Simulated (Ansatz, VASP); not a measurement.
# C in VASP and in Ansatz

```
C
1.0
     2.12498   -1.22291   -0.03929
     2.11230    1.20096    0.00984
    -1.39768    0.07717    3.55104
C
2
Direct
  0.84726 0.83942 0.01594
  0.15274 0.16058 0.98406
```

Change from the starting cell: all atoms moved at random, cell strained at random.

Alike in both runs: task single point; functional PBEsol; k mesh 16 × 16 × 10; occupations gaussian, width 0.05 eV; no spin polarisation.

|  | VASP | Ansatz |
| --- | --- | --- |
| version | VASP 6.6.1 | Ansatz 0.2.0 |
| potentials or method | VASP PAW PBE potentials, release 64 (C), cutoff 520 eV | scalar-relativistic, plane waves, PAW |
| valence electrons in the cell | 8 | 8 |

```csv
,VASP,Ansatz,Ansatz less VASP
gap on the k mesh at the Fermi level (eV),0.21,0.21,+0.001
least direct gap on the mesh (eV),0.21,0.21,+0.001
pressure (GPa),8.5,7.9,-0.65
"traceless stress, the component that is largest in VASP (GPa)",-10.26,-9.52,+0.741
rms of the force components (eV/Å),1.741,1.743,+0.0021
```

VASP's potentials were made for PBE, not for PBEsol. Atom by atom the forces differ by 0.005 eV/Å (rms over components). With one functional, cell and mesh, what is left measures potentials, basis and numerics.
